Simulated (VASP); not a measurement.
The system is HfC (CsCl type).

```
CELL_PARAMETERS angstrom
2.97184 0.00000 0.00000
0.00000 2.97184 0.00000
0.00000 0.00000 2.97184
ATOMIC_POSITIONS crystal
Hf 0.00000 0.00000 0.00000
C 0.50000 0.50000 0.50000
```

* Program: VASP 6.6.1
* Task: relaxation of cell and atoms
* Functional: PBE
* Potentials or basis: VASP PAW PBE potentials, release 64 (Hf_pv, C)
* Cutoff: 600 eV
* k mesh: 14 × 14 × 14
* Occupations: fermi-dirac, width 0.08 eV
* Spin: no spin polarisation

At the start: pressure -13.8 GPa; volume 13.12 Å³/atom.

Where does the relaxation end?

Over 4 steps the energy falls by 46.1 meV/atom and the volume is 12.12 Å³/atom (-7.6 %); space group Pm-3m (No. 221, to 0.05 Å).

The path:
```csv
step,energy change (eV),largest force (eV/Å),pressure (GPa),volume (Å³)
1,0.0000,0.0000,-13.82,26.25
2,0.0400,0.0000,22.02,22.18
3,-0.0921,0.0000,-0.30,24.29
4,-0.0921,0.0000,0.03,24.25
```

Final structure:
```yaml
crystal:
  lattice:
    - [2.89439, 0.00000, 0.00000]
    - [0.00000, 2.89439, 0.00000]
    - [0.00000, 0.00000, 2.89439]
  atoms:
    - { symbol: Hf, position: [0.00000, 0.00000, 0.00000] }
    - { symbol: C, position: [0.50000, 0.50000, 0.50000] }
```
